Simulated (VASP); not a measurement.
NaF: single point with PBEsol

The system is NaF.

```
CELL_PARAMETERS angstrom
0.00000 2.35815 2.32330
2.35815 0.00000 2.32330
2.35815 2.35815 0.00000
ATOMIC_POSITIONS crystal
Na 0.00000 0.00000 0.00000
F 0.50000 0.50000 0.50000
```

This cell differs from its parent crystal: strain +0.015 along x and y, +0.000 along z.

```yaml
Program: VASP 6.6.1
Task: single point
Functional: PBEsol
Potentials_or_basis: VASP PAW PBE potentials, release 64 (Na_pv, F)
Cutoff: 520 eV
k_mesh: 8 × 8 × 8
Occupations: gaussian, width 0.05 eV
Spin: no spin polarisation
```

```yaml
Pressure: -1.9 GPa
Band_gap_on_the_k_mesh: 5.97 eV
```

Stress tensor (GPa, compression positive):
```
-2.24  0.00  0.00
 0.00 -2.24  0.00
 0.00  0.00 -1.24
```

Levels at points of the mesh, in eV from the valence-band top:
| k point | band 5 | band 6 | band 7 | band 8 | band 9 | band 10 |
| --- | --- | --- | --- | --- | --- | --- |
| (0.00, 0.00, 0.00) | 0.00 | 0.00 | 0.00 | 5.97 | 18.54 | 18.54 |
| (0.50, 0.00, 0.00) | -1.54 | -0.25 | -0.23 | 10.38 | 12.02 | 19.44 |
| (0.50, 0.50, 0.00) | -1.23 | -0.41 | -0.41 | 12.80 | 12.88 | 13.21 |
| (0.50, 0.00, 0.50) | -1.25 | -0.40 | -0.37 | 12.61 | 13.02 | 13.14 |

It took 22 s on 1 thread of Intel Xeon 8259CL (shared host), peak memory 0.16 GiB.

Caveat: the cell differs from its parent crystal (strain +0.015 along x and y, +0.000 along z); the PAW data sets were made with another functional, which shifts forces and pressure a little.
